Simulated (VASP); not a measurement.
A run of VASP 6.6.1 is set up as follows.

The input INCAR:

```
ALGO = Normal ; EDIFF = 1E-7
ENCUT = 520 ; GGA = CA
ISIF = 2 ; ISMEAR = -1
LASPH = T ; LCHARG = F
LREAL = F ; LWAVE = F
NBANDS = 36 ; NELM = 100
PREC = Accurate ; SIGMA = 0.05
```

KPOINTS

```
k-points
0
Gamma
  7 7 7
```

File POSCAR:

```
Ge
1.0
    0.0000000000      2.9237146180      5.1829841015
    2.6651127723      0.0000000000      5.1829841015
    2.6651127723      2.9237146180      0.0000000000
Ge
4
Direct
    0.7264900000      0.2735100000      0.7264900000
    0.2735100000      0.7264900000      0.2735100000
    0.2181330000      0.2181330000      0.7818670000
    0.7818670000      0.7818670000      0.2181330000
```

Potentials or basis: VASP PAW LDA potentials, release 64 (Ge_d).

Command:

```console
$ cat potpaw_LDA.64/Ge_d/POTCAR > POTCAR
$ mpirun -np 1 vasp_std > vasp.out
```

Problem. Estimate the largest force.

Solution. 0.046 eV/Å.

Problem. Predict the band gap on the k mesh.

Solution. Zero (bands 28 and 29 overlap by 2.65 eV).

Problem. Predict the pressure.

Solution. -7.1 GPa.

Stress tensor (GPa, compression positive):
```
-7.84  0.00  0.00
 0.00 -6.72  0.00
 0.00  0.00 -6.73
```

Caveat: the cell stands under tension.
